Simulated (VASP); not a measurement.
# Ag (Fd-3m) in VASP: a series of runs

Ag is run at these levels: BLYP; tasks: relaxation of cell and atoms, single point.

All numbers are computed with VASP 6.6.1; they aren't measurements. Logs are shortened: lines on timing, memory, paths and dates and some standing lists are left out, and cuts for length are marked.

### Step 1. The cell of the first run

Symmetry: Fd-3m, No. 227, cubic system. Conventional cell: a = 5.690 Å, b = 5.690 Å, c = 5.690 Å, α = 90.00°, β = 90.00°, γ = 90.00°. Within 3.3 Å of Ag (site symmetry -43m) lie 4 Ag at 2.46 Å.

### Step 2. Relaxation of cell and atoms, BLYP

INCAR reads:

```
AGGAC = 1.0
AGGAX = 1.0
ALDAC = 0.0
ALDAX = 1.0
ALGO = Normal
EDIFF = 1E-6
EDIFFG = -0.01
ENCUT = 600
GGA = B5
IBRION = 2
ISIF = 3
ISMEAR = -1
LASPH = T
LCHARG = F
LREAL = F
LWAVE = F
NELM = 80
NSW = 80
PREC = Accurate
SIGMA = 0.1
```

KPOINTS reads:

```
k-points
0
Gamma
  10 10 10
```

POSCAR reads:

```
Ag
1.0
    0.0000000000      2.8449690438      2.8449690438
    2.8449690438      0.0000000000      2.8449690438
    2.8449690438      2.8449690438      0.0000000000
Ag
2
Direct
    0.1250000000      0.1250000000      0.1250000000
    0.8750000000      0.8750000000      0.8750000000
```

Potentials or basis: VASP PAW PBE potentials, release 64 (Ag).

Run with:

```console
$ cat potpaw_PBE.64/Ag/POTCAR > POTCAR
$ mpirun -np 1 vasp_std > vasp.out
```

OUTCAR:

```text
EDIFF = 1E-6
   EDIFFG = -0.01
   ENCUT = 600
   GGA = B5
   IBRION = 2
   ISIF = 3
   ISMEAR = -1
   LASPH = T
   LREAL = F
   NELM = 80
   NSW = 80
   PREC = Accurate

 ion  position               nearest neighbor table
   1  0.125  0.125  0.125-   2 2.46   2 2.46   2 2.46   2 2.46
   2  0.875  0.875  0.875-   1 2.46   1 2.46   1 2.46   1 2.46

  LATTYP: Found a face centered cubic cell.
 ALAT       =     5.6899380876

  Lattice vectors:

 A1 = (   0.0000000000,   2.8449690438,   2.8449690438)
 A2 = (   2.8449690438,   0.0000000000,   2.8449690438)
 A3 = (   2.8449690438,   2.8449690438,   0.0000000000)

Analysis of symmetry for initial positions (statically):
=====================================================================
 Subroutine PRICEL returns:
 Original cell was already a primitive cell.

 Routine SETGRP: Setting up the symmetry group for a
 face centered cubic supercell.

 Subroutine GETGRP returns: Found 48 space group operations
 (whereof 12 operations were pure point group operations)
 out of a pool of 48 trial point group operations.

The static configuration has the point symmetry D_3d.
 The point group associated with its full space group is O_h .

Analysis of symmetry for dynamics (positions and initial velocities):
=====================================================================
 Subroutine PRICEL returns:
 Original cell was already a primitive cell.

 Routine SETGRP: Setting up the symmetry group for a
 face centered cubic supercell.

 Subroutine GETGRP returns: Found 48 space group operations
 (whereof 12 operations were pure point group operations)
 out of a pool of 48 trial point group operations.

The dynamic configuration has the point symmetry D_3d.
 The point group associated with its full space group is O_h .

 Subroutine INISYM returns: Found 48 space group operations
 (whereof 12 operations are pure point group operations),
 and found     1 'primitive' translations

----------------------------------------------------------------------------------------

                                     Primitive cell

  volume of cell :      46.0535

  direct lattice vectors                    reciprocal lattice vectors
     0.000000000  2.844969044  2.844969044    -0.175748837  0.175748837  0.175748837
     2.844969044  0.000000000  2.844969044     0.175748837 -0.175748837  0.175748837
     2.844969044  2.844969044  0.000000000     0.175748837  0.175748837 -0.175748837

  length of vectors
[... 112 lines left out ...]
   LRPA    =     F    only Hartree local field effects (RPA)
 conjugate gradient relaxation of ions
 non-spin polarized calculation
  energy-cutoff  :      600.00
  volume of cell :       46.05
 maximum number of plane-waves:      1572
   NGX = 17   NGY = 17   NGZ = 17

--------------------------------------- Ionic step        1  -------------------------------------------

 number of electron      21.9999998 magnetization

 Free energy of the ion-electron system (eV)
  ---------------------------------------------------
  ext. energy  EPLUGINS =         0.00000000
  ---------------------------------------------------
  free energy    TOTEN  =        -2.39167680 eV

  energy without entropy =       -2.37576006  energy(sigma->0) =       -2.38371843

------------------------ aborting loop because EDIFF is reached ----------------------------------------

  FORCE on cell =-STRESS in cart. coord.  units (eV):
  Direction    XX          YY          ZZ          XY          YZ          ZX
  --------------------------------------------------------------------------------------
  -------------------------------------------------------------------------------------
  Total        6.1796737      6.1796737      6.1796737     -0.0000000      0.0000000      0.0000000
  in kB      214.9876410    214.9876410    214.9876410     -0.0000000      0.0000000      0.0000000
  external PRESSURE =     214.9876410 kB  Pullay stress =       0.0000000 kB
[... 89 lines left out ...]
  FREE ENERGIE OF THE ION-ELECTRON SYSTEM (eV)
  ---------------------------------------------------
  free  energy   TOTEN  =        -3.2632523910 eV

  energy  without entropy=       -3.2444746076  energy(sigma->0) =       -3.25386350

[... ionic steps 4 to 18 ...]

--------------------------------------- Ionic step       19  -------------------------------------------

 number of electron      21.9999996 magnetization

------------------------ aborting loop because EDIFF is reached ----------------------------------------
[... 67 lines left out ...]
--------------------------------------- Ionic step       21  -------------------------------------------

 number of electron      21.9999996 magnetization

 Free energy of the ion-electron system (eV)
  ---------------------------------------------------
  ext. energy  EPLUGINS =         0.00000000
  ---------------------------------------------------
  free energy    TOTEN  =        -3.26490113 eV

  energy without entropy =       -3.24611723  energy(sigma->0) =       -3.25550918

 E-fermi :   2.4537     XC(G=0):  -7.9883

 val. band max:        2.2257724266   @ k =  -0.3000   0.4000   0.2000
 cond. band min:       2.4569809320   @ k =   0.5000   0.1000   0.0000
 fundamental gap:      0.2312085054
 Fermi energy:         2.4536674267

 k-point     1 :       0.0000    0.0000    0.0000
  band No.  band energies     occupation
      1      -1.8660      2.00000
      2      -1.8271      2.00000
      3      -1.8271      2.00000
      4      -1.8271      2.00000
      5      -1.8250      2.00000
      6      -1.8250      2.00000
      7      -0.7278      2.00000
      8      -0.7278      2.00000
      9      -0.7278      2.00000
     10      -0.2619      2.00000
     11      -0.2619      2.00000
     12      10.3912      0.00000
     13      10.3912      0.00000
     14      10.3912      0.00000
[... 401 lines left out ...]
      2      -1.8887      2.00000
      3      -1.8829      2.00000
      4      -1.5528      2.00000
      5      -1.4080      2.00000
      6      -1.2102      2.00000
      7      -0.8741      2.00000
      8      -0.6942      2.00000
      9      -0.3176      2.00000
     10      -0.2722      2.00000
     11       0.7224      2.00000
     12       4.7824      0.00000
     13       6.1036      0.00000
     14       6.5101      0.00000
     15       9.5760      0.00000

 [... further k-points ...]
[... 5 lines left out ...]
  --------------------------------------------------------------------------------------
  -------------------------------------------------------------------------------------
  Total        0.0160436      0.0160436      0.0160436     -0.0000000     -0.0000000      0.0000000
  in kB        0.3955740      0.3955740      0.3955740     -0.0000000     -0.0000000      0.0000000
  external PRESSURE =       0.3955740 kB  Pullay stress =       0.0000000 kB
[... 17 lines left out ...]
  FREE ENERGIE OF THE ION-ELECTRON SYSTEM (eV)
  ---------------------------------------------------
  free  energy   TOTEN  =        -3.2649011270 eV

  energy  without entropy=       -3.2461172251  energy(sigma->0) =       -3.25550918

 reached required accuracy - stopping structural energy minimisation
```

CONTCAR:

```text
Ag
   1.00000000000000
     0.0000000000000000    3.1909386075944193    3.1909386075944193
     3.1909386075944193    0.0000000000000000    3.1909386075944193
     3.1909386075944193    3.1909386075944193    0.0000000000000000
  Ag
     2
Direct
     0.1250000000000000    0.1250000000000000    0.1250000000000000
     0.8750000000000000    0.8750000000000000    0.8750000000000000

  0.00000000E+00  0.00000000E+00  0.00000000E+00
  0.00000000E+00  0.00000000E+00  0.00000000E+00
```

Run time: 5.5 min. Hardware: 1 thread of AMD EPYC 7R43 (Zen 3), shared host; peak memory 0.16 GiB.

Results:

| Property | Result |
| --- | --- |
| Free energy | -3.2649 eV |
| Relaxed volume | 32.49 Å³/atom |
| Relaxed cell | a = 4.513 Å, b = 4.513 Å, c = 4.513 Å, α = 60.00°, β = 60.00°, γ = 60.00° |
| Space group after relaxing (to 0.05 Å) | Fd-3m (No. 227) |
| Energy gained by relaxing | 436.6 meV/atom |
| Ionic steps | 21 |
| Pressure after relaxing | 0.0 GPa |
| Band gap on the k mesh | zero (band 11 reaches 2.72 eV, above the bottom of band 12 at 2.14 eV) |

The path:
```tsv
step	energy change (eV)	largest force (eV/Å)	pressure (GPa)	volume (Å³)
1	0.0000	0.0000	21.50	46.05
2	-0.8515	0.0000	-1.38	69.87
3	-0.8716	0.0000	0.48	63.92
4	-0.8732	0.0000	-0.09	65.32
5	-0.8732	0.0000	0.07	64.89
6	-0.8732	0.0000	0.08	64.89
7	-0.8732	0.0000	0.08	64.90
8	-0.8732	0.0000	0.07	64.90
9	-0.8732	0.0000	0.07	64.90
10	-0.8732	0.0000	0.07	64.90
11	-0.8732	0.0000	0.07	64.90
12	-0.8732	0.0000	0.07	64.90
13	-0.8732	0.0000	0.07	64.90
14	-0.8732	0.0000	0.07	64.90
15	-0.8732	0.0000	0.07	64.90
16	-0.8732	0.0000	0.08	64.90
17	-0.8732	0.0000	0.07	64.90
18	-0.8732	0.0000	0.07	64.91
19	-0.8732	0.0000	0.06	64.92
20	-0.8732	0.0000	0.05	64.94
21	-0.8732	0.0000	0.04	64.98
```

Final structure:
```
Ag
1.0
     0.00000    3.19094    3.19094
     3.19094    0.00000    3.19094
     3.19094    3.19094    0.00000
Ag
2
Direct
  0.12500 0.12500 0.12500
  0.87500 0.87500 0.87500
```

Levels at points of the mesh, in eV from the Fermi level:
| k point | band 8 | band 9 | band 10 | band 11 | band 12 | band 13 | band 14 | band 15 |
| --- | --- | --- | --- | --- | --- | --- | --- | --- |
| (0.00, 0.00, 0.00) | -3.18 | -3.18 | -2.72 | -2.72 | 7.94 | 7.94 | 7.94 | 8.71 |
| (0.50, 0.00, 0.00) | -3.10 | -2.74 | -2.74 | -1.03 | -0.31 | 5.78 | 5.78 | 8.29 |
| (0.50, 0.50, 0.00) | -3.39 | -2.65 | -2.65 | 0.04 | 0.04 | 3.43 | 3.43 | 6.84 |

Caveat: the volume moved by over 15 % at a fixed basis, so the end points are rough; the PAW data sets were made with another functional, which shifts forces and pressure a little.

### Step 3. Single point, BLYP

This run uses another cell than the first one, of 32.40 Å³/atom, 1.407 times its volume.

INCAR reads:

```
AGGAC    = 1.0          
AGGAX    = 1.0          
ALDAC    = 0.0          
ALDAX    = 1.0          
ALGO     = Normal         # electronic algorithm
EDIFF    = 1E-7           # SCF threshold, eV
ENCUT    = 520            # plane-wave cutoff, eV
GGA      = B5             # functional
ISIF     = 2              # what is computed and relaxed
ISMEAR   = -1             # smearing method
LASPH    = T              # aspherical terms in the spheres
LCHARG   = T              # write CHGCAR
LELF     = T              # ELF
LREAL    = F              # projectors in reciprocal space
LVHAR    = T            
LWAVE    = F              # write WAVECAR
NBANDS   = 18             # bands
NELM     = 100            # most SCF steps
PREC     = Accurate       # precision mode
SIGMA    = 0.1            # smearing width, eV
```

KPOINTS reads:

```
k-points
0
Gamma
  14 14 14
```

POSCAR reads:

```
Ag
1.0
    0.0000000000      3.1879028725      3.1879028725
    3.1879028725      0.0000000000      3.1879028725
    3.1879028725      3.1879028725      0.0000000000
Ag
2
Direct
    0.1250000000      0.1250000000      0.1250000000
    0.8750000000      0.8750000000      0.8750000000
```

Potentials or basis: VASP PAW PBE potentials, release 64 (Ag).

Run with:

```console
$ cat potpaw_PBE.64/Ag/POTCAR > POTCAR
$ mpirun -np 1 vasp_std > vasp.out
```

Wall time 91 s (1 thread of AMD EPYC 7R43 (Zen 3), shared host); peak memory 0.23 GiB.

It converged, with:

```yaml
Free_energy: -3.2720 eV
Pressure: 0.1 GPa
Band_gap_on_the_k_mesh: zero (band 11 reaches 2.75 eV, above the bottom of band 12 at 2.15 eV)
```

Levels at points of the mesh, in eV from the Fermi level:
```csv
k point,band 7,band 8,band 9,band 10,band 11,band 12,band 13,band 14,band 15,band 16
"(0.00, 0.00, 0.00)",-3.18,-3.18,-3.18,-2.71,-2.71,7.96,7.96,7.96,8.74,8.74
"(0.50, 0.00, 0.00)",-3.09,-3.09,-2.74,-2.74,-1.02,-0.31,5.79,5.79,8.33,9.39
"(0.50, 0.50, 0.00)",-3.39,-3.39,-2.64,-2.64,0.05,0.05,3.44,3.44,6.86,6.86
```

Caveat: the PAW data sets were made with another functional, which shifts forces and pressure a little.
